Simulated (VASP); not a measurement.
Input of a VASP 6.6.1 run:

INCAR

```
ALGO = Normal
EDIFF = 1E-6
ENCUT = 500
GGA = PS
GGA_COMPAT = F
ISIF = 2
ISMEAR = -1
LASPH = T
LCHARG = T
LELF = T
LMAXMIX = 6
LREAL = F
LVHAR = T
LWAVE = F
NBANDS = 12
NELM = 200
PREC = Accurate
SIGMA = 0.1
```

KPOINTS

```
k-points
0
Gamma
  7 7 7
```

Contents of POSCAR:

```
La
1.0
   -2.0670727822      2.0670727822      2.0670727822
    2.0670727822     -2.0670727822      2.0670727822
    2.0670727822      2.0670727822     -2.0670727822
La
1
Direct
    0.0000000000      0.0000000000      0.0000000000
```

Potentials or basis: VASP PAW PBE potentials, release 64 (La).

Launch:

```sh
$ cat potpaw_PBE.64/La/POTCAR > POTCAR
$ mpirun -np 1 vasp_std > vasp.out
```

Task: Predict the pressure.

Result: 0.0 GPa.

Caveat: the PAW data sets were made with another functional, which shifts forces and pressure a little.
